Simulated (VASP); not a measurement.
# Pt (Fd-3m) in VASP: settings compared

The runs below take Pt through single point, relaxation of cell and atoms, with PBEsol, LDA+U, LDA.

Everything below comes from runs of VASP 6.6.1. Logs are shortened: lines on timing, memory, paths and dates and some standing lists are left out, and cuts for length are marked.

**1. The cell of the first run**

It takes space group Fd-3m (No. 227, cubic). The conventional cell has a = 5.649 Å, b = 5.649 Å, c = 5.649 Å, α = 90.00°, β = 90.00°, γ = 90.00°. Within 3.2 Å of Pt (site symmetry -43m) lie 4 Pt at 2.45 Å.

**2. Single point, PBEsol**

Input file INCAR:

```
SYSTEM = Pt
PREC = Accurate ; ENCUT = 520
EDIFF = 1E-7 ; ISMEAR = -1
SIGMA = 0.1 ; LREAL = .FALSE.
LASPH = .TRUE. ; NELM = 60
ALGO = Normal ; ISIF = 2
LWAVE = .FALSE. ; LCHARG = .FALSE.
GGA = PS ; NBANDS = 17
```

Input file KPOINTS:

```
regular mesh
0
G
  12 12 12
  0 0 0
```

Input file POSCAR:

```
Pt
1.0
    0.0000000000      2.8244081610      2.8244081610
    2.8244081610      0.0000000000      2.8244081610
    2.8244081610      2.8244081610      0.0000000000
Pt
2
Direct
   -0.1250000000     -0.1250000000     -0.1250000000
    0.1250000000      0.1250000000      0.1250000000
```

Potentials or basis: VASP PAW PBE potentials, release 64 (Pt).

The run is started by

```
$ cat potpaw_PBE.64/Pt/POTCAR > POTCAR
$ mpirun -np 1 vasp_std > vasp.out
```

OUTCAR:

```text
SYSTEM = Pt
   PREC = Accurate
   ENCUT = 520
   EDIFF = 1E-7
   ISMEAR = -1
   LREAL = .FALSE.
   LASPH = .TRUE.
   NELM = 60
   ISIF = 2
   GGA = PS

 ion  position               nearest neighbor table
   1  0.875  0.875  0.875-   2 2.45   2 2.45   2 2.45   2 2.45
   2  0.125  0.125  0.125-   1 2.45   1 2.45   1 2.45   1 2.45

  LATTYP: Found a face centered cubic cell.
 ALAT       =     5.6488163220

  Lattice vectors:

 A1 = (   0.0000000000,   2.8244081610,   2.8244081610)
 A2 = (   2.8244081610,   0.0000000000,   2.8244081610)
 A3 = (   2.8244081610,   2.8244081610,   0.0000000000)

Analysis of symmetry for initial positions (statically):
=====================================================================
 Subroutine PRICEL returns:
 Original cell was already a primitive cell.

 Routine SETGRP: Setting up the symmetry group for a
 face centered cubic supercell.

 Subroutine GETGRP returns: Found 48 space group operations
 (whereof 12 operations were pure point group operations)
 out of a pool of 48 trial point group operations.

The static configuration has the point symmetry D_3d.
 The point group associated with its full space group is O_h .

Analysis of symmetry for dynamics (positions and initial velocities):
=====================================================================
 Subroutine PRICEL returns:
 Original cell was already a primitive cell.

 Routine SETGRP: Setting up the symmetry group for a
 face centered cubic supercell.

 Subroutine GETGRP returns: Found 48 space group operations
 (whereof 12 operations were pure point group operations)
 out of a pool of 48 trial point group operations.

The dynamic configuration has the point symmetry D_3d.
 The point group associated with its full space group is O_h .

 Subroutine INISYM returns: Found 48 space group operations
 (whereof 12 operations are pure point group operations),
 and found     1 'primitive' translations

----------------------------------------------------------------------------------------

                                     Primitive cell

  volume of cell :      45.0622

  direct lattice vectors                    reciprocal lattice vectors
     0.000000000  2.824408161  2.824408161    -0.177028238  0.177028238  0.177028238
     2.824408161  0.000000000  2.824408161     0.177028238 -0.177028238  0.177028238
     2.824408161  2.824408161  0.000000000     0.177028238  0.177028238 -0.177028238

  length of vectors
     3.994316327  3.994316327  3.994316327     0.306621903  0.306621903  0.306621903

  position of ions in fractional coordinates (direct lattice)
     0.875000000  0.875000000  0.875000000
     0.125000000  0.125000000  0.125000000

  ion indices of the primitive-cell ions
   primitive index   ion index
                 1           1
                 2           2

----------------------------------------------------------------------------------------

 KPOINTS: regular mesh

Automatic generation of k-mesh.
 Grid dimensions read from file:
 generate k-points for:   12   12   12

 Generating k-lattice:

  Cartesian coordinates                     Fractional coordinates (reciprocal lattice)
    -0.014752353  0.014752353  0.014752353     0.083333333  0.000000000  0.000000000
     0.014752353 -0.014752353  0.014752353     0.000000000  0.083333333  0.000000000
     0.014752353  0.014752353 -0.014752353     0.000000000  0.000000000  0.083333333

  Length of vectors
     0.025551825  0.025551825  0.025551825

  Shift w.r.t. Gamma in fractional coordinates (k-lattice)
     0.000000000  0.000000000  0.000000000

 Subroutine IBZKPT returns following result:
 ===========================================

 Found     72 irreducible k-points:

 Following reciprocal coordinates:
            Coordinates               Weight
  0.000000  0.000000  0.000000      1.000000
  0.083333  0.000000  0.000000      8.000000
  0.166667  0.000000  0.000000      8.000000
  0.250000  0.000000  0.000000      8.000000
  0.333333  0.000000  0.000000      8.000000
  0.416667  0.000000  0.000000      8.000000
[... 16 lines left out ...]
  0.500000  0.166667  0.000000     24.000000
 -0.416667  0.166667  0.000000     24.000000
 [... further k-points ...]
   k-points           NKPTS =     72   k-points in BZ     NKDIM =     72   number of bands    NBANDS=     17
   number of dos      NEDOS =    301   number of ions     NIONS =      2
   total plane-waves  NPLWV =  27000
   dimension x,y,z NGX =    30 NGY =   30 NGZ =   30
   dimension x,y,z NGXF=    60 NGYF=   60 NGZF=   60
   ions per type =               2
   NGX,Y,Z   is equivalent  to a cutoff of  12.49, 12.49, 12.49 a.u.
   NGXF,Y,Z  is equivalent  to a cutoff of  24.97, 24.97, 24.97 a.u.
 SYSTEM =  Pt
   PREC   = accura    normal or accurate (medium, high low for compatibility)
   ISTART =      0    job   : 0-new  1-cont  2-samecut
   ICHARG =      2    charge: 1-file 2-atom 10-const
   ISPIN  =      1    spin polarized calculation?
   LNONCOLLINEAR =      F non collinear calculations
   LSORBIT =      F    spin-orbit coupling
   LASPH  =      T    aspherical Exc in radial PAW
   ENCUT  =  520.0 eV  38.22 Ry    6.18 a.u.   7.43  7.43  7.43*2*pi/ulx,y,z
   NELM   =     60;   NELMIN=  2; NELMDL= -5     # of ELM steps
   EDIFF  = 0.1E-06   stopping-criterion for ELM
   LREAL  =      F    real-space projection
   EDIFFG = 0.1E-05   stopping-criterion for IOM
   NSW    =      0    number of steps for IOM
   IBRION =     -1    ionic relax: 0-MD 1-quasi-New 2-CG
   NFREE  =      0    steps in history (QN), initial steepest desc. (CG)
   ISIF   =      2    stress and relaxation
   ISYM   =      2    0-nonsym 1-usesym 2-fastsym
   POTIM  = 0.5000    time-step for ionic-motion
   TEBEG  =    0.0;   TEEND  =   0.0 temperature during run
   PSTRESS=    0.0 pullay stress
   NELECT =      20.0000    total number of electrons
   NUPDOWN=      -1.0000    fix difference up-down
   EMIN   =  10.00;   EMAX   =-10.00  energy-range for DOS
   EFERMI =   0.00;   METHOD = LEGACY
   ISMEAR =    -1;   SIGMA  =   0.10  broadening in eV -4-tet -1-fermi 0-gaus
   EFERMI_NEDOS =   21; number of points for ismear=-14 and -15
   IALGO  =     38    algorithm
   IMIX   =      4    mixing-type and parameters
     AMIX     =   0.40;   BMIX     =  1.00
     AMIX_MAG =   1.60;   BMIX_MAG =  1.00
  volume/ion in A,a.u.               =      22.53       152.05
  Fermi-wavevector in a.u.,A,eV,Ry     =   1.248765  2.359824 21.217115  1.559414
  Thomas-Fermi vector in A             =   2.382837
   LORBIT       =      0    0 simple, 1 ext, 2 COOP (PROOUT), +10 PAW based schemes
   GGA     = PS    functional components
   LHFCALC =     F    Hartree Fock is set to
   AEXX    =    0.0000 exact exchange contribution
   IVDW    =     0    specifies the selected vdW correction
   LEPSILON=     F    determine dielectric tensor
   LRPA    =     F    only Hartree local field effects (RPA)
 non-spin polarized calculation
  energy-cutoff  :      520.00
  volume of cell :       45.06
 maximum number of plane-waves:      1243
 NGX is ok and might be reduce to    30
   NGX = 15   NGY = 15   NGZ = 15

 number of electron      19.9999997 magnetization

 Free energy of the ion-electron system (eV)
  ---------------------------------------------------
  ext. energy  EPLUGINS =         0.00000000
  ---------------------------------------------------
  free energy    TOTEN  =       -11.44042650 eV

  energy without entropy =      -11.29838936  energy(sigma->0) =      -11.36940793

 E-fermi :   5.6980     XC(G=0): -10.9781

 val. band max:        5.6927815038   @ k =  -0.4167   0.4167   0.0833
 cond. band min:       5.7120737442   @ k =  -0.3333   0.3333   0.1667
 fundamental gap:      0.0192922404
 Fermi energy:         5.6979673083

 k-point     1 :       0.0000    0.0000    0.0000
  band No.  band energies     occupation
      1      -1.8464      2.00000
      2       0.8054      2.00000
      3       0.8054      2.00000
      4       1.0053      2.00000
      5       1.0053      2.00000
      6       1.0053      2.00000
[... 9 lines left out ...]
     16      17.7132      0.00000
     17      18.6453      0.00000

 k-point     2 :       0.0833    0.0000    0.0000
  band No.  band energies     occupation
      1      -1.7366      2.00000
      2       0.6998      2.00000
      3       0.6998      2.00000
      4       0.9945      2.00000
      5       1.1486      2.00000
      6       1.1486      2.00000
[... 9 lines left out ...]
     16      17.3481      0.00000
     17      18.8857      0.00000

 k-point     3 :       0.1667    0.0000    0.0000
  band No.  band energies     occupation
      1      -1.4227      2.00000
      2       0.5976      2.00000
      3       0.5976      2.00000
      4       0.9666      2.00000
      5       1.3381      2.00000
      6       1.3381      2.00000
[... 9 lines left out ...]
     16      17.8825      0.00000
     17      18.8241      0.00000

 k-point     4 :       0.2500    0.0000    0.0000
  band No.  band energies     occupation
      1      -0.9586      2.00000
      2       0.5720      2.00000
      3       0.5720      2.00000
      4       0.9307      2.00000
      5       1.4367      2.00000
      6       1.4367      2.00000
[... 9 lines left out ...]
     16      18.0481      0.00000
     17      19.0839      0.00000
[... 343 lines left out ...]
      1       0.0209      2.00000
      2       0.2547      2.00000
      3       0.7814      2.00000
      4       0.8669      2.00000
      5       1.4271      2.00000
      6       1.7844      2.00000
[... 9 lines left out ...]
     16      18.9714      0.00000
     17      19.7761      0.00000

 k-point    23 :       0.5000    0.1667    0.0000
  band No.  band energies     occupation
      1       0.2776      2.00000
      2       0.3314      2.00000
      3       0.7615      2.00000
      4       0.7877      2.00000
      5       1.5424      2.00000
      6       1.6015      2.00000
[... 9 lines left out ...]
     16      19.2922      0.00000
     17      20.4286      0.00000

 k-point    24 :      -0.4167    0.1667    0.0000
  band No.  band energies     occupation
      1       0.2609      2.00000
      2       0.4473      2.00000
      3       0.6081      2.00000
      4       0.9021      2.00000
      5       1.3757      2.00000
      6       1.7163      2.00000
[... 9 lines left out ...]
     16      18.8856      0.00000
     17      20.2984      0.00000

 [... further k-points ...]
[... 5 lines left out ...]
  --------------------------------------------------------------------------------------
  -------------------------------------------------------------------------------------
  Total        0.8003990      0.8003990      0.8003990     -0.0000000     -0.0000000     -0.0000000
  in kB       28.4580238     28.4580238     28.4580238     -0.0000000     -0.0000000     -0.0000000
  external PRESSURE =      28.4580238 kB  Pullay stress =       0.0000000 kB

 VOLUME and BASIS-vectors are now :
 -----------------------------------------------------------------------------
  energy-cutoff  :      520.00
  volume of cell :       45.06
      direct lattice vectors                 reciprocal lattice vectors
     0.000000000  2.824408161  2.824408161    -0.177028238  0.177028238  0.177028238
     2.824408161  0.000000000  2.824408161     0.177028238 -0.177028238  0.177028238
     2.824408161  2.824408161  0.000000000     0.177028238  0.177028238 -0.177028238

 POSITION                                       TOTAL-FORCE (eV/Angst)
 -----------------------------------------------------------------------------------
      4.94271      4.94271      4.94271         0.000000      0.000000     -0.000000
      0.70610      0.70610      0.70610        -0.000000     -0.000000      0.000000
 -----------------------------------------------------------------------------------
    total drift:                               -0.000000      0.000000      0.000000

  FREE ENERGIE OF THE ION-ELECTRON SYSTEM (eV)
  ---------------------------------------------------
  free  energy   TOTEN  =       -11.4404265011 eV

  energy  without entropy=      -11.2983893613  energy(sigma->0) =      -11.36940793
```

Run time: 24 s. Hardware: 1 thread of AMD EPYC 9R45 (Zen 5), shared host; peak memory 0.17 GiB.

Results:

```yaml
Free_energy: -11.4404 eV
Pressure: 2.8 GPa
Band_gap_on_the_k_mesh: zero (band 10 reaches 5.92 eV, above the bottom of band 11 at 5.25 eV)
```

Levels at points of the mesh, in eV from the Fermi level:
| k point | band 8 | band 9 | band 10 | band 11 | band 12 | band 13 |
| --- | --- | --- | --- | --- | --- | --- |
| (0.00, 0.00, 0.00) | -2.04 | -2.04 | -0.06 | -0.06 | 10.64 | 10.69 |
| (0.50, 0.00, 0.00) | -1.49 | -1.49 | -0.44 | -0.44 | 0.77 | 8.21 |
| (0.50, 0.50, 0.00) | -2.70 | -0.17 | -0.17 | 1.32 | 1.32 | 3.82 |

Caveat: the PAW data sets were made with another functional, which shifts forces and pressure a little; spin-orbit coupling is left out, which moves the levels of the heavy elements.

**3. Single point, LDA+U**

This run uses another cell than the first one, of 14.65 Å³/atom, 0.650 times its volume.

Input file INCAR:

```
SYSTEM = Pt
ALGO = Normal
EDIFF = 1E-7
ENCUT = 520
GGA = CA
ISIF = 2
ISMEAR = -4
LASPH = .TRUE.
LCHARG = .FALSE.
LDAU = .TRUE.
LDAUJ = 0
LDAUL = 2
LDAUPRINT = 1
LDAUTYPE = 2
LDAUU = 2
LMAXMIX = 4
LREAL = .FALSE.
LWAVE = .FALSE.
NBANDS = 17
NELM = 150
PREC = Accurate
SIGMA = 0.1
```

Input file KPOINTS:

```
k-points
0
G
  12 12 12
  0 0 0
```

Input file POSCAR:

```
Pt
1.0
    0.0000000000      2.4466127985      2.4466127985
    2.4466127985      0.0000000000      2.4466127985
    2.4466127985      2.4466127985      0.0000000000
Pt
2
Direct
   -0.1250000000     -0.1250000000     -0.1250000000
    0.1250000000      0.1250000000      0.1250000000
```

Potentials or basis: VASP PAW LDA potentials, release 64 (Pt).

The run is started by

```
$ cat potpaw_LDA.64/Pt/POTCAR > POTCAR
$ mpirun -np 1 vasp_std > vasp.out
```

Run time: 19 s. Hardware: 1 thread of AMD EPYC 9R45 (Zen 5), shared host; peak memory 0.13 GiB.

The run converged. Its results:

| Quantity | Value |
| --- | --- |
| Free energy | -4.2971 eV |
| Pressure | 160.2 GPa |
| Band gap on the k mesh | zero (band 10 reaches 13.11 eV, above the bottom of band 11 at 11.88 eV) |

Levels at points of the mesh, in eV from the Fermi level:
| k point | band 8 | band 9 | band 10 | band 11 | band 12 | band 13 |
| --- | --- | --- | --- | --- | --- | --- |
| (0.00, 0.00, 0.00) | -3.78 | -3.78 | 0.20 | 0.20 | 12.04 | 12.53 |
| (0.50, 0.00, 0.00) | -2.61 | -2.61 | -0.76 | -0.76 | 1.20 | 9.76 |
| (0.50, 0.50, 0.00) | -5.34 | -0.32 | -0.32 | 1.88 | 1.88 | 4.20 |

Eigenvalues of the final occupation matrices:
```
    site  spin  trace               eigenvalues
site 1 d     1   4.41  0.87 0.87 0.89 0.89 0.89
site 1 d     2   4.41  0.87 0.87 0.89 0.89 0.89
site 2 d     1   4.41  0.87 0.87 0.89 0.89 0.89
site 2 d     2   4.41  0.87 0.87 0.89 0.89 0.89
```

Caveat: spin-orbit coupling is left out, which moves the levels of the heavy elements; U without spin polarisation on a metal has little footing; the U is typed as a test and isn't derived for this compound.

**4. Relaxation of cell and atoms, LDA**

This run uses another cell than the first one, of 18.46 Å³/atom, 0.819 times its volume.

Input file INCAR:

```
SYSTEM = Pt
PREC     = Accurate       ! precision mode
ENCUT    = 600            ! plane-wave cutoff, eV
EDIFF    = 1E-6           ! SCF threshold, eV
ISMEAR   = -1             ! smearing method
SIGMA    = 0.1            ! smearing width, eV
LREAL    = .FALSE.        ! projectors in reciprocal space
LASPH    = .TRUE.         ! aspherical terms in the spheres
NELM     = 80             ! most SCF steps
ALGO     = Normal         ! electronic algorithm
ISIF     = 3              ! what is computed and relaxed
LWAVE    = .FALSE.        ! write WAVECAR
LCHARG   = .FALSE.        ! write CHGCAR
GGA      = CA             ! functional
IBRION   = 2              ! ionic algorithm
NSW      = 60             ! ionic steps
EDIFFG   = -0.005         ! ionic threshold
```

Input file KPOINTS:

```
Automatic mesh
0
G
  12 12 12
  0 0 0
```

Input file POSCAR:

```
Pt
1.0
    0.0000000000      2.6430576564      2.6430576564
    2.6430576564      0.0000000000      2.6430576564
    2.6430576564      2.6430576564      0.0000000000
Pt
2
Direct
   -0.1250000000     -0.1250000000     -0.1250000000
    0.1250000000      0.1250000000      0.1250000000
```

The run is started by

```
$ cat potpaw_LDA.64/Pt/POTCAR > POTCAR
$ mpirun -np 1 vasp_std > vasp.out
```

Run time: 88 s. Hardware: 1 thread of AMD EPYC 9R45 (Zen 5), shared host; peak memory 0.16 GiB.

It converged, with:

| Item | Value |
| --- | --- |
| Free energy | -12.4423 eV |
| Relaxed volume | 22.54 Å³/atom |
| Relaxed cell | a = 3.995 Å, b = 3.995 Å, c = 3.995 Å, α = 60.00°, β = 60.00°, γ = 60.00° |
| Space group after relaxing (to 0.05 Å) | Fd-3m (No. 227) |
| Energy gained by relaxing | 498.7 meV/atom |
| Ionic steps | 8 |
| Pressure after relaxing | 0.0 GPa |
| Band gap on the k mesh | zero (band 10 reaches 5.88 eV, above the bottom of band 11 at 5.21 eV) |

Step by step:
```tsv
step	energy change (eV)	largest force (eV/Å)	pressure (GPa)	volume (Å³)
1	0.0000	0.0000	47.85	36.93
2	2.0043	0.0000	-18.41	74.93
3	-0.9621	0.0000	-5.49	47.04
4	-0.9940	0.0000	-1.78	45.66
5	-0.9973	0.0000	0.06	45.06
6	-0.9971	0.0000	-0.49	45.24
7	-0.9968	0.0000	0.74	44.85
8	-0.9973	0.0000	0.01	45.08
```

Final structure:
```
Pt
1.0
     0.00000    2.82476    2.82476
     2.82476    0.00000    2.82476
     2.82476    2.82476    0.00000
Pt
2
Direct
  0.87500 0.87500 0.87500
  0.12500 0.12500 0.12500
```

Levels at points of the mesh, in eV from the Fermi level:
| k point | band 7 | band 8 | band 9 | band 10 | band 11 | band 12 | band 13 | band 14 |
| --- | --- | --- | --- | --- | --- | --- | --- | --- |
| (0.00, 0.00, 0.00) | -2.05 | -2.05 | -2.05 | -0.06 | -0.06 | 10.70 | 10.71 | 12.03 |
| (0.50, 0.00, 0.00) | -1.62 | -1.48 | -1.48 | -0.45 | -0.45 | 0.77 | 8.22 | 8.22 |
| (0.50, 0.50, 0.00) | -2.70 | -2.70 | -0.17 | -0.17 | 1.33 | 1.33 | 3.83 | 3.83 |

Caveat: the volume moved by over 15 % at a fixed basis, so the end points are rough; spin-orbit coupling is left out, which moves the levels of the heavy elements.

**5. The runs side by side**

```tsv
task	level	potentials or basis	U	cell	cutoff (eV)	smearing	gap on the mesh (eV)	pressure (GPa)
single point	PBEsol	VASP PAW PBE potentials, release 64 (Pt)	-	a = 3.994 Å, angles 60.0°, 2 atoms	520	fermi-dirac 0.1 eV	none	2.8
single point	LDA+U	VASP PAW LDA potentials, release 64 (Pt)	Pt d U = 2.0 eV	a = 3.460 Å, angles 60.0°, 2 atoms	520	tetrahedron	none	160.2
relaxation of cell and atoms	LDA	VASP PAW LDA potentials, release 64 (Pt)	-	relaxed from a = 3.738 Å, angles 60.0°, 2 atoms	600	fermi-dirac 0.1 eV	none	0.0
```

Alike in all rows: no spin polarisation; k mesh 12 × 12 × 12.

Caveats: spin-orbit coupling is left out, which moves the levels of the heavy elements; the PAW data sets were made with another functional, which shifts forces and pressure a little (some runs); U without spin polarisation on a metal has little footing (some runs); the U is typed as a test and isn't derived for this compound (some runs); the volume moved by over 15 % at a fixed basis, so the end points are rough (some runs).

Absolute energies hang on the potentials; compare differences alone.
